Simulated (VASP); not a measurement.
# F (I4_1/amd) in VASP: notebook

Runs on F. Level: PBE. Tasks: single point.

Program: VASP 6.6.1. These are calculated values, not measurements. Logs are shortened: lines on timing, memory, paths and dates and some standing lists are left out, and cuts for length are marked.

## (1) The cell of the first run

Symmetry: I4_1/amd, No. 141, tetragonal system. The conventional cell has a = 3.901 Å, b = 3.901 Å, c = 2.818 Å, α = 90.00°, β = 90.00°, γ = 90.00°. Within 2.7 Å of F (site symmetry -4m2) lie 4 F at 2.07 Å.

## (2) Single point, PBE (10.72 Å³/atom)

INCAR

```
SYSTEM = F
PREC = Accurate
ENCUT = 520
EDIFF = 1E-7
ISMEAR = -1
SIGMA = 0.05
LREAL = .False.
LASPH = .True.
NELM = 100
ALGO = Normal
ISIF = 2
LWAVE = .False.
LCHARG = .False.
GGA = PE
NBANDS = 14
```

KPOINTS

```
Automatic mesh
0
Gamma
  17 17 17
  0 0 0
```

POSCAR

```
F
1.0
   -1.9506543338      1.9506543338      1.4090810719
    1.9506543338     -1.9506543338      1.4090810719
    1.9506543338      1.9506543338     -1.4090810719
F
2
Direct
   -0.3750000000     -0.1250000000     -0.2500000000
    0.3750000000      0.1250000000      0.2500000000
```

Potentials or basis: VASP PAW PBE potentials, release 64 (F).

Started as:

```console
> cat potpaw_PBE.64/F/POTCAR > POTCAR
> mpirun -np 1 vasp_std > vasp.out
```

OUTCAR:

```text
SYSTEM = F
   PREC = Accurate
   ENCUT = 520
   EDIFF = 1E-7
   ISMEAR = -1
   LREAL = .False.
   LASPH = .True.
   NELM = 100
   ISIF = 2
   GGA = PE

 ion  position               nearest neighbor table
   1  0.625  0.875  0.750-
   2  0.375  0.125  0.250-

  LATTYP: Found a body centered tetragonal cell.
 ALAT       =     3.9013086676
 C/A-ratio  =     0.7223632847

  Lattice vectors:

 A1 = (  -1.9506543338,   1.9506543338,   1.4090810719)
 A2 = (   1.9506543338,  -1.9506543338,   1.4090810719)
 A3 = (   1.9506543338,   1.9506543338,  -1.4090810719)

Analysis of symmetry for initial positions (statically):
=====================================================================
 Subroutine PRICEL returns:
 Original cell was already a primitive cell.

 Routine SETGRP: Setting up the symmetry group for a
 body centered tetragonal supercell.

 Subroutine GETGRP returns: Found 16 space group operations
 (whereof  4 operations were pure point group operations)
 out of a pool of 16 trial point group operations.

The static configuration has the point symmetry C_2h.
 The point group associated with its full space group is D_4h.

Analysis of symmetry for dynamics (positions and initial velocities):
=====================================================================
 Subroutine PRICEL returns:
 Original cell was already a primitive cell.

 Routine SETGRP: Setting up the symmetry group for a
 body centered tetragonal supercell.

 Subroutine GETGRP returns: Found 16 space group operations
 (whereof  4 operations were pure point group operations)
 out of a pool of 16 trial point group operations.

The dynamic configuration has the point symmetry C_2h.
 The point group associated with its full space group is D_4h.

 Subroutine INISYM returns: Found 16 space group operations
 (whereof  4 operations are pure point group operations),
 and found     1 'primitive' translations

----------------------------------------------------------------------------------------

                                     Primitive cell

  volume of cell :      21.4465

  direct lattice vectors                    reciprocal lattice vectors
    -1.950654334  1.950654334  1.409081072     0.000000000  0.256324245  0.354841187
     1.950654334 -1.950654334  1.409081072     0.256324245  0.000000000  0.354841187
     1.950654334  1.950654334 -1.409081072     0.256324245  0.256324245  0.000000000

  length of vectors
     3.097678829  3.097678829  3.097678829     0.437737806  0.437737806  0.362497224

  position of ions in fractional coordinates (direct lattice)
     0.625000000  0.875000000  0.750000000
     0.375000000  0.125000000  0.250000000

  ion indices of the primitive-cell ions
   primitive index   ion index
                 1           1
                 2           2

----------------------------------------------------------------------------------------

 KPOINTS: Automatic mesh

Automatic generation of k-mesh.
 Grid dimensions read from file:
 generate k-points for:   17   17   17

 Generating k-lattice:

  Cartesian coordinates                     Fractional coordinates (reciprocal lattice)
     0.000000000  0.015077897  0.020873011     0.058823529 -0.000000000  0.000000000
     0.015077897  0.000000000  0.020873011    -0.000000000  0.058823529  0.000000000
     0.015077897  0.015077897  0.000000000     0.000000000  0.000000000  0.058823529

  Length of vectors
     0.025749283  0.025749283  0.021323366

  Shift w.r.t. Gamma in fractional coordinates (k-lattice)
     0.000000000  0.000000000  0.000000000

 Subroutine IBZKPT returns following result:
 ===========================================

 Found    405 irreducible k-points:

 Following reciprocal coordinates:
            Coordinates               Weight
  0.000000  0.000000  0.000000      1.000000
  0.058824  0.000000 -0.000000      8.000000
  0.117647  0.000000 -0.000000      8.000000
  0.176471  0.000000 -0.000000      8.000000
  0.235294  0.000000 -0.000000      8.000000
  0.294118  0.000000 -0.000000      8.000000
[... 16 lines left out ...]
 -0.176471  0.058824  0.000000     16.000000
 -0.117647  0.058824  0.000000     16.000000
 [... further k-points ...]
   k-points           NKPTS =    405   k-points in BZ     NKDIM =    405   number of bands    NBANDS=     14
   number of dos      NEDOS =    301   number of ions     NIONS =      2
   total plane-waves  NPLWV =  13824
   dimension x,y,z NGX =    24 NGY =   24 NGZ =   24
   dimension x,y,z NGXF=    48 NGYF=   48 NGZF=   48
   ions per type =               2
   NGX,Y,Z   is equivalent  to a cutoff of  12.88, 12.88, 12.88 a.u.
   NGXF,Y,Z  is equivalent  to a cutoff of  25.76, 25.76, 25.76 a.u.
 SYSTEM =  F
   PREC   = accura    normal or accurate (medium, high low for compatibility)
   ISTART =      0    job   : 0-new  1-cont  2-samecut
   ICHARG =      2    charge: 1-file 2-atom 10-const
   ISPIN  =      1    spin polarized calculation?
   LNONCOLLINEAR =      F non collinear calculations
   LSORBIT =      F    spin-orbit coupling
   LASPH  =      T    aspherical Exc in radial PAW
   ENCUT  =  520.0 eV  38.22 Ry    6.18 a.u.   5.76  5.76  5.76*2*pi/ulx,y,z
   NELM   =    100;   NELMIN=  2; NELMDL= -5     # of ELM steps
   EDIFF  = 0.1E-06   stopping-criterion for ELM
   LREAL  =      F    real-space projection
   EDIFFG = 0.1E-05   stopping-criterion for IOM
   NSW    =      0    number of steps for IOM
   IBRION =     -1    ionic relax: 0-MD 1-quasi-New 2-CG
   NFREE  =      0    steps in history (QN), initial steepest desc. (CG)
   ISIF   =      2    stress and relaxation
   ISYM   =      2    0-nonsym 1-usesym 2-fastsym
   POTIM  = 0.5000    time-step for ionic-motion
   TEBEG  =    0.0;   TEEND  =   0.0 temperature during run
   PSTRESS=    0.0 pullay stress
   NELECT =      14.0000    total number of electrons
   NUPDOWN=      -1.0000    fix difference up-down
   EMIN   =  10.00;   EMAX   =-10.00  energy-range for DOS
   EFERMI =   0.00;   METHOD = LEGACY
   ISMEAR =    -1;   SIGMA  =   0.05  broadening in eV -4-tet -1-fermi 0-gaus
   EFERMI_NEDOS =   21; number of points for ismear=-14 and -15
   IALGO  =     38    algorithm
   IMIX   =      4    mixing-type and parameters
     AMIX     =   0.40;   BMIX     =  1.00
     AMIX_MAG =   1.60;   BMIX_MAG =  1.00
  volume/ion in A,a.u.               =      10.72        72.36
  Fermi-wavevector in a.u.,A,eV,Ry     =   1.420143  2.683680 27.440300  2.016805
  Thomas-Fermi vector in A             =   2.541089
   LORBIT       =      0    0 simple, 1 ext, 2 COOP (PROOUT), +10 PAW based schemes
   GGA     = PE    functional components
   LHFCALC =     F    Hartree Fock is set to
   AEXX    =    0.0000 exact exchange contribution
   IVDW    =     0    specifies the selected vdW correction
   LEPSILON=     F    determine dielectric tensor
   LRPA    =     F    only Hartree local field effects (RPA)
 non-spin polarized calculation
  energy-cutoff  :      520.00
  volume of cell :       21.45
 maximum number of plane-waves:       588
   NGX = 11   NGY = 11   NGZ = 11

 number of electron      14.0000007 magnetization

 Free energy of the ion-electron system (eV)
  ---------------------------------------------------
  ext. energy  EPLUGINS =         0.00000000
  ---------------------------------------------------
  free energy    TOTEN  =        -2.08343864 eV

  energy without entropy =       -2.04465861  energy(sigma->0) =       -2.06404862

 E-fermi :  -3.1956     XC(G=0):  -9.8148

 val. band max:       -3.1957921923   @ k =  -0.0588  -0.1176   0.0588
 cond. band min:      -3.1920814588   @ k =  -0.4706   0.2353   0.0588
 fundamental gap:      0.0037107334
 Fermi energy:        -3.1956245676

 k-point     1 :       0.0000    0.0000    0.0000
  band No.  band energies     occupation
      1     -25.7719      2.00000
      2     -22.4313      2.00000
      3      -6.6047      2.00000
      4      -6.6046      2.00000
      5      -4.3216      2.00000
      6      -4.2014      2.00000
      7      -3.1516      0.58632
      8      -3.1516      0.58628
      9       8.7929      0.00000
     10      16.4884      0.00000
     11      21.9964      0.00000
     12      23.7867      0.00000
     13      23.7867      0.00000
     14      27.2239      0.00000

 k-point     2 :       0.0588    0.0000   -0.0000
  band No.  band energies     occupation
      1     -25.7429      2.00000
      2     -22.4519      2.00000
      3      -6.6195      2.00000
      4      -6.5767      2.00000
      5      -4.3644      2.00000
      6      -4.2599      2.00000
      7      -3.1811      0.85587
      8      -3.1504      0.57620
      9       8.9468      0.00000
     10      16.5496      0.00000
     11      21.6569      0.00000
     12      23.3294      0.00000
     13      23.6776      0.00000
     14      27.5347      0.00000

 k-point     3 :       0.1176    0.0000   -0.0000
  band No.  band energies     occupation
      1     -25.6569      2.00000
      2     -22.5110      2.00000
      3      -6.6616      2.00000
      4      -6.5042      2.00000
      5      -4.5193      2.00000
      6      -4.3967      2.00000
      7      -3.2470      1.47257
      8      -3.1473      0.55123
      9       9.3858      0.00000
     10      16.7046      0.00000
     11      20.7753      0.00000
     12      22.5286      0.00000
     13      23.6185      0.00000
     14      28.0850      0.00000

 k-point     4 :       0.1765    0.0000   -0.0000
  band No.  band energies     occupation
      1     -25.5210      2.00000
      2     -22.6051      2.00000
      3      -6.7239      2.00000
      4      -6.4236      2.00000
      5      -4.8177      2.00000
      6      -4.5169      2.00000
      7      -3.3170      1.83785
      8      -3.1439      0.52454
      9      10.0504      0.00000
     10      16.8660      0.00000
     11      19.6984      0.00000
     12      21.9206      0.00000
     13      23.7256      0.00000
     14      28.4821      0.00000

 k-point     5 :       0.2353    0.0000   -0.0000
  band No.  band energies     occupation
      1     -25.3452      2.00000
      2     -22.7267      2.00000
      3      -6.7968      2.00000
      4      -6.4024      2.00000
      5      -5.1547      2.00000
      6      -4.5929      2.00000
      7      -3.3855      1.95616
      8      -3.1416      0.50717
      9      10.8686      0.00000
     10      16.9168      0.00000
     11      18.6496      0.00000
[... 276 lines left out ...]
 k-point    22 :      -0.2353    0.0588    0.0000
  band No.  band energies     occupation
      1     -25.4262      2.00000
      2     -22.7108      2.00000
      3      -6.7819      2.00000
      4      -6.2997      2.00000
      5      -4.9853      2.00000
      6      -4.4488      2.00000
      7      -3.4397      1.98495
      8      -3.1141      0.32727
      9      10.3390      0.00000
     10      16.6859      0.00000
     11      19.2606      0.00000
     12      22.2427      0.00000
     13      24.1733      0.00000
     14      28.3174      0.00000

 k-point    23 :      -0.1765    0.0588    0.0000
  band No.  band energies     occupation
      1     -25.5819      2.00000
      2     -22.5969      2.00000
      3      -6.7015      2.00000
      4      -6.3947      2.00000
      5      -4.6557      2.00000
      6      -4.3589      2.00000
      7      -3.3622      1.93092
      8      -3.1221      0.37369
      9       9.6296      0.00000
     10      16.6216      0.00000
     11      20.1542      0.00000
     12      22.6759      0.00000
     13      24.3662      0.00000
     14      27.7338      0.00000

 k-point    24 :      -0.1176    0.0588    0.0000
  band No.  band energies     occupation
      1     -25.6911      2.00000
      2     -22.5120      2.00000
      3      -6.6348      2.00000
      4      -6.5085      2.00000
      5      -4.4480      2.00000
      6      -4.2411      2.00000
      7      -3.2798      1.68687
      8      -3.1321      0.43808
      9       9.1238      0.00000
     10      16.5245      0.00000
     11      20.9011      0.00000
     12      23.4046      0.00000
     13      24.7214      0.00000
     14      26.9526      0.00000

 [... further k-points ...]

------------------------ aborting loop because EDIFF is reached ----------------------------------------

  FORCE on cell =-STRESS in cart. coord.  units (eV):
  Direction    XX          YY          ZZ          XY          YZ          ZX
  --------------------------------------------------------------------------------------
  -------------------------------------------------------------------------------------
  Total        0.2012712      0.2012712      0.1957228     -0.0000000     -0.0000000      0.0000000
  in kB       15.0361128     15.0361128     14.6216168     -0.0000000     -0.0000000      0.0000000
  external PRESSURE =      14.8979475 kB  Pullay stress =       0.0000000 kB

 VOLUME and BASIS-vectors are now :
 -----------------------------------------------------------------------------
  energy-cutoff  :      520.00
  volume of cell :       21.45
      direct lattice vectors                 reciprocal lattice vectors
    -1.950654334  1.950654334  1.409081072     0.000000000  0.256324245  0.354841187
     1.950654334 -1.950654334  1.409081072     0.256324245  0.000000000  0.354841187
     1.950654334  1.950654334 -1.409081072     0.256324245  0.256324245  0.000000000

 POSITION                                       TOTAL-FORCE (eV/Angst)
 -----------------------------------------------------------------------------------
      1.95065      0.97533      1.05681         0.000000      0.000000     -0.000000
      0.00000      0.97533      0.35227        -0.000000     -0.000000      0.000000
 -----------------------------------------------------------------------------------
    total drift:                               -0.000000      0.000000      0.000000

  FREE ENERGIE OF THE ION-ELECTRON SYSTEM (eV)
  ---------------------------------------------------
  free  energy   TOTEN  =        -2.0834386375 eV

  energy  without entropy=       -2.0446586059  energy(sigma->0) =       -2.06404862
```

Run time: 31 s. Hardware: 1 thread of Intel Xeon 6975P-C (Granite Rapids), shared host; peak memory 0.19 GiB.

Results:

```yaml
Free_energy: -2.0834 eV
Pressure: 1.5 GPa
Band_gap_on_the_k_mesh: zero (bands 7 and 8 overlap by 0.99 eV)
```

## (3) Single point, PBE (10.72 Å³/atom)

INCAR

```
ALGO = Normal
EDIFF = 1E-6
ENCUT = 520
GGA = PE
ISIF = 2
ISMEAR = -1
LASPH = T
LCHARG = F
LREAL = F
LWAVE = F
NBANDS = 14
NELM = 80
PREC = Accurate
SIGMA = 0.05
```

KPOINTS

```
k-points
0
Gamma
  17 17 17
```

POSCAR is that of step 2.

Potentials or basis: VASP PAW PBE potentials, release 64 (F).

Started as:

```console
> cat potpaw_PBE.64/F/POTCAR > POTCAR
> mpirun -np 1 vasp_std > vasp.out
```

It took 25 s on 1 thread of Intel Xeon 6975P-C (Granite Rapids), shared host; peak memory 0.2 GiB.

It converged, with:

| Property | Result |
| --- | --- |
| Free energy | -2.0834 eV |
| Pressure | 1.5 GPa |
| Band gap on the k mesh | zero (bands 7 and 8 overlap by 0.99 eV) |

Stress tensor (GPa, compression positive):
```
1.52 0.00 0.00
0.00 1.52 0.00
0.00 0.00 1.41
```

Levels at points of the mesh, in eV from the Fermi level:
| k point | band 5 | band 6 | band 7 | band 8 | band 9 | band 10 |
| --- | --- | --- | --- | --- | --- | --- |
| (0.00, 0.00, 0.00) | -1.13 | -1.01 | 0.04 | 0.04 | 11.99 | 19.68 |
